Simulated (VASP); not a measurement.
Input of a VASP 6.6.1 run:

File POSCAR:

```
ZnSe
1.0
    0.0000000000      2.8338000000      2.8338000000
    2.8338000000      0.0000000000      2.8338000000
    2.8338000000      2.8338000000      0.0000000000
Se Zn
1 1
Direct
    0.7500000000      0.7500000000      0.7500000000
    0.0000000000      0.0000000000      0.0000000000
```

INCAR.step1

```
SYSTEM = ZnSe
ALGO = Normal
EDIFF = 1E-5
ENCUT = 520
GGA = PE
ISIF = 2
ISMEAR = -1
LASPH = .True.
LCHARG = .False.
LREAL = .False.
LWAVE = .True.
NBANDS = 16
NELM = 100
PREC = Accurate
SIGMA = 0.05
```

Contents of INCAR.step2:

```
SYSTEM = ZnSe
AEXX = 0.25
ALGO = Normal
EDIFF = 1E-6
ENCUT = 520
GGA = PE
HFSCREEN = 0.4
ISIF = 2
ISMEAR = -1
ISTART = 1
LASPH = .True.
LCHARG = .False.
LHFCALC = .True.
LREAL = .False.
LWAVE = .False.
NBANDS = 16
NELM = 100
PREC = Accurate
PRECFOCK = Normal
SIGMA = 0.05
```

File KPOINTS:

```
k-points
0
Gamma
  4 4 4
  0 0 0
```

Potentials or basis: VASP PAW PBE potentials, release 64 (Se, Zn).

Run with:

```bash
$ cat potpaw_PBE.64/Se/POTCAR potpaw_PBE.64/Zn/POTCAR > POTCAR
$ cp INCAR.step1 INCAR
$ mpirun -np 1 vasp_std > vasp.out
$ cp INCAR.step2 INCAR
$ mpirun -np 1 vasp_std > vasp.out
```

(1) Estimate the pressure.

(2) Predict the band gap on the k mesh.

Results:

(1) 1.8 GPa.

(2) 2.07 eV, direct.

Caveat: the k points lie up to 0.48 Å⁻¹ apart; the PAW data sets were made with another functional, which shifts forces and pressure a little.
